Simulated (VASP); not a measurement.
# TiC (C2) in VASP: single point with PBEsol

Aim: the single point of TiC with PBEsol.

All numbers are computed with VASP 6.6.1; they aren't measurements. Logs are shortened: lines on timing, memory, paths and dates and some standing lists are left out, and cuts for length are marked.

**1. The cell of the first run**

The structure is monoclinic, space group C2 (No. 5). Conventional cell: a = 5.212 Å, b = 3.043 Å, c = 3.001 Å, α = 90.00°, β = 123.69°, γ = 90.00°. Ti (site symmetry 2) has 4 C at 1.82 to 2.23 Å within 2.4 Å. C (site symmetry 2) has 4 Ti at 1.82 to 2.23 Å within 2.4 Å.

**2. Single point, PBEsol (strained and its atoms moved)**

INCAR reads:

```
ALGO = Normal ; EDIFF = 1E-6
ENCUT = 520 ; GGA = PS
ISIF = 2 ; ISMEAR = 0
LASPH = T ; LCHARG = F
LREAL = F ; LWAVE = F
NBANDS = 15 ; NELM = 60
PREC = Accurate ; SIGMA = 0.1
```

KPOINTS reads:

```
k-points
0
Gamma
  14 14 14
```

POSCAR reads:

```
TiC
1.0
   -0.0340180800      2.1498690800      2.1174090800
    2.1218669200     -0.0384759200      2.1218669200
    2.1174090800      2.1498690800     -0.0340180800
Ti C
1 1
Direct
    0.0816897853      0.0000000000     -0.0816897853
    0.4183102147      0.5000000000      0.5816897853
```

Potentials or basis: VASP PAW PBE potentials, release 64 (Ti_sv, C).

The run is started by

```
$ cat potpaw_PBE.64/Ti_sv/POTCAR potpaw_PBE.64/C/POTCAR > POTCAR
$ mpirun -np 1 vasp_std > vasp.out
```

OUTCAR:

```text
EDIFF = 1E-6
   ENCUT = 520
   GGA = PS
   ISIF = 2
   ISMEAR = 0
   LASPH = T
   LREAL = F
   NELM = 60
   PREC = Accurate

 ion  position               nearest neighbor table
   1  0.082  0.000  0.918-   2 1.82   2 1.82   2 2.23   2 2.23
   2  0.418  0.500  0.582-   1 1.82   1 1.82   1 2.23   1 2.23

  LATTYP: Found a base centered monoclinic cell.
 ALAT       =     5.2123684024
 B/A-ratio  =     0.5837226445
 C/A-ratio  =     0.5757497174
 COS(beta)  =    -0.5546405576

  Lattice vectors:

 A1 = (  -2.1174090800,  -2.1498690800,   0.0340180800)
 A2 = (   0.0340180800,  -2.1498690800,  -2.1174090800)
 A3 = (   2.1218669200,  -0.0384759200,   2.1218669200)

Analysis of symmetry for initial positions (statically):
=====================================================================
 Subroutine PRICEL returns:
 Original cell was already a primitive cell.

 Routine SETGRP: Setting up the symmetry group for a
 base centered monoclinic supercell.

 Subroutine GETGRP returns: Found  2 space group operations
 (whereof  2 operations were pure point group operations)
 out of a pool of  4 trial point group operations.

The static configuration has the point symmetry C_2 .

Analysis of symmetry for dynamics (positions and initial velocities):
=====================================================================
 Subroutine PRICEL returns:
 Original cell was already a primitive cell.

 Routine SETGRP: Setting up the symmetry group for a
 base centered monoclinic supercell.

 Subroutine GETGRP returns: Found  2 space group operations
 (whereof  2 operations were pure point group operations)
 out of a pool of  4 trial point group operations.

The dynamic configuration has the point symmetry C_2 .

 Subroutine INISYM returns: Found  2 space group operations
 (whereof  2 operations are pure point group operations),
 and found     1 'primitive' translations

----------------------------------------------------------------------------------------

                                     Primitive cell

  volume of cell :      19.8009

  direct lattice vectors                    reciprocal lattice vectors
    -0.034018080  2.149869080  2.117409080    -0.230313614  0.230546679  0.234494128
     2.121866920 -0.038475920  2.121866920     0.233589191 -0.226366164  0.233589191
     2.117409080  2.149869080 -0.034018080     0.234494128  0.230546679 -0.230313614

  length of vectors
     3.017700367  3.001019635  3.017700367     0.401476809  0.400461559  0.401476809

  position of ions in fractional coordinates (direct lattice)
     0.081689785  1.000000000  0.918310215
     0.418310215  0.500000000  0.581689785

  ion indices of the primitive-cell ions
[... 89 lines left out ...]
   EFERMI =   0.00;   METHOD = LEGACY
   ISMEAR =     0;   SIGMA  =   0.10  broadening in eV -4-tet -1-fermi 0-gaus
   EFERMI_NEDOS =   21; number of points for ismear=-14 and -15
   IALGO  =     38    algorithm
   IMIX   =      4    mixing-type and parameters
     AMIX     =   0.40;   BMIX     =  1.00
     AMIX_MAG =   1.60;   BMIX_MAG =  1.00
  volume/ion in A,a.u.               =       9.90        66.81
  Fermi-wavevector in a.u.,A,eV,Ry     =   1.524823  2.881498 31.634717  2.325086
  Thomas-Fermi vector in A             =   2.633078
   LORBIT       =      0    0 simple, 1 ext, 2 COOP (PROOUT), +10 PAW based schemes
   GGA     = PS    functional components
   LHFCALC =     F    Hartree Fock is set to
   AEXX    =    0.0000 exact exchange contribution
   IVDW    =     0    specifies the selected vdW correction
   LEPSILON=     F    determine dielectric tensor
   LRPA    =     F    only Hartree local field effects (RPA)
 non-spin polarized calculation
 Gauss-broadening in eV      SIGMA  =   0.10
  energy-cutoff  :      520.00
  volume of cell :       19.80
 maximum number of plane-waves:       548
   NGX = 11   NGY = 11   NGZ = 11

 number of electron      16.0000001 magnetization

 Free energy of the ion-electron system (eV)
  ---------------------------------------------------
  ext. energy  EPLUGINS =         0.00000000
  ---------------------------------------------------
  free energy    TOTEN  =       -18.44655793 eV

  energy without entropy =      -18.44655687  energy(sigma->0) =      -18.44655740

 E-fermi :   9.6215     XC(G=0): -12.8736

 val. band max:        9.3851495589   @ k =  -0.4286   0.5000   0.0714
 cond. band min:       9.8435953461   @ k =   0.4286   0.2857   0.4286
 fundamental gap:      0.4584457872
 Fermi energy:         9.6214554495

 k-point     1 :       0.0000    0.0000    0.0000
  band No.  band energies     occupation
      1     -46.5269      2.00000
      2     -22.7284      2.00000
      3     -22.6786      2.00000
      4     -22.6693      2.00000
      5      -2.6885      2.00000
      6       7.4818      2.00000
      7       8.2194      2.00000
      8       8.3479      2.00000
      9      10.2990      0.00000
     10      11.2843      0.00000
     11      13.9775      0.00000
     12      15.6822      0.00000
     13      15.8809      0.00000
     14      19.4636      0.00000
[... 401 lines left out ...]
      2     -22.8296      2.00000
      3     -22.7001      2.00000
      4     -22.6861      2.00000
      5      -2.2361      2.00000
      6       7.0715      2.00000
      7       8.0337      2.00000
      8       8.4127      2.00000
      9      10.1572      0.00000
     10      11.0989      0.00000
     11      13.8985      0.00000
     12      15.0942      0.00000
     13      17.0445      0.00000
     14      20.2327      0.00000
     15      23.4083      0.00000

 [... further k-points ...]

------------------------ aborting loop because EDIFF is reached ----------------------------------------

  FORCE on cell =-STRESS in cart. coord.  units (eV):
  Direction    XX          YY          ZZ          XY          YZ          ZX
  --------------------------------------------------------------------------------------
  -------------------------------------------------------------------------------------
  Total        6.1967210     -0.3458406      6.1967210      0.2995407      0.2995405      2.4419680
  in kB      501.4026309    -27.9834118    501.4026309     24.2370919     24.2370769    197.5898528
  external PRESSURE =     324.9406167 kB  Pullay stress =       0.0000000 kB

 VOLUME and BASIS-vectors are now :
 -----------------------------------------------------------------------------
  energy-cutoff  :      520.00
  volume of cell :       19.80
      direct lattice vectors                 reciprocal lattice vectors
    -0.034018080  2.149869080  2.117409080    -0.230313614  0.230546679  0.234494128
     2.121866920 -0.038475920  2.121866920     0.233589191 -0.226366164  0.233589191
     2.117409080  2.149869080 -0.034018080     0.234494128  0.230546679 -0.230313614

 POSITION                                       TOTAL-FORCE (eV/Angst)
 -----------------------------------------------------------------------------------
      1.94166      2.14987      0.14173         4.171889      0.000000     -4.171889
      2.27838      2.13063      1.92688        -4.171889      0.000000      4.171889
 -----------------------------------------------------------------------------------
    total drift:                               -0.000323     -0.000000      0.000323

  FREE ENERGIE OF THE ION-ELECTRON SYSTEM (eV)
  ---------------------------------------------------
  free  energy   TOTEN  =       -18.4465579291 eV

  energy  without entropy=      -18.4465568662  energy(sigma->0) =      -18.44655740
```

OSZICAR:

```text
N       E                     dE             d eps       ncg     rms          rms(c)
DAV:   1     0.110773253512E+03    0.11077E+03   -0.72692E+03 22343   0.125E+03
DAV:   2    -0.149896944374E+02   -0.12576E+03   -0.11667E+03 23664   0.329E+02
DAV:   3    -0.235426832162E+02   -0.85530E+01   -0.84191E+01 34120   0.778E+01
DAV:   4    -0.237414794835E+02   -0.19880E+00   -0.19861E+00 25266   0.118E+01
DAV:   5    -0.237462580349E+02   -0.47786E-02   -0.47783E-02 30149   0.157E+00    0.224E+01
DAV:   6    -0.187873638230E+02    0.49589E+01   -0.11421E+01 32472   0.572E+01    0.638E+00
DAV:   7    -0.184568951419E+02    0.33047E+00   -0.16166E+00 26571   0.190E+01    0.596E+00
DAV:   8    -0.184435583126E+02    0.13337E-01   -0.16646E-01 29338   0.602E+00    0.144E+00
DAV:   9    -0.184469524716E+02   -0.33942E-02   -0.32538E-02 29194   0.199E+00    0.495E-01
DAV:  10    -0.184466528603E+02    0.29961E-03   -0.48418E-03 28982   0.103E+00    0.194E-01
DAV:  11    -0.184465713290E+02    0.81531E-04   -0.22655E-04 24700   0.176E-01    0.562E-02
DAV:  12    -0.184465575475E+02    0.13782E-04   -0.27501E-05 27462   0.675E-02    0.143E-02
DAV:  13    -0.184465579291E+02   -0.38168E-06   -0.43148E-06 24084   0.221E-02
   1 F= -.18446558E+02 E0= -.18446557E+02  d E =-.106293E-05
```

stdout:

```text
POSCAR found type information on POSCAR TiC
 POSCAR found :  2 types and       2 ions
 scaLAPACK will be used
 -----------------------------------------------------------------------------
|                                                                             |
|                                                                             |
|     You enforced a specific xc type in the INCAR file but a different       |
|     I HOPE YOU KNOW WHAT YOU ARE DOING!                                     |
|                                                                             |
 -----------------------------------------------------------------------------

 LDA part: xc-table for (Slater+PW92), standard interpolation
 POSCAR, INCAR and KPOINTS ok, starting setup
 FFT: planning ... GRIDC
 FFT: planning ... GRID_SOFT
 FFT: planning ... GRID
 WAVECAR not read
 entering main loop
```

Run time: 72 s. Hardware: 1 thread of Intel Xeon 6975P-C (Granite Rapids), shared host; peak memory 0.32 GiB.

What came out:

```yaml
Free_energy: -18.4466 eV
Pressure: 32.5 GPa
Largest_force: 5.900 eV/Å
Band_gap_on_the_k_mesh: 0.46 eV, indirect (least direct gap 0.87 eV)
```

Forces on the atoms (eV/Å):
```
Ti   4.172  0.000 -4.172
C   -4.172  0.000  4.172
```

Caveat: the cell differs from its parent crystal (strained and its atoms moved); the PAW data sets were made with another functional, which shifts forces and pressure a little. A k mesh can miss the band edges.
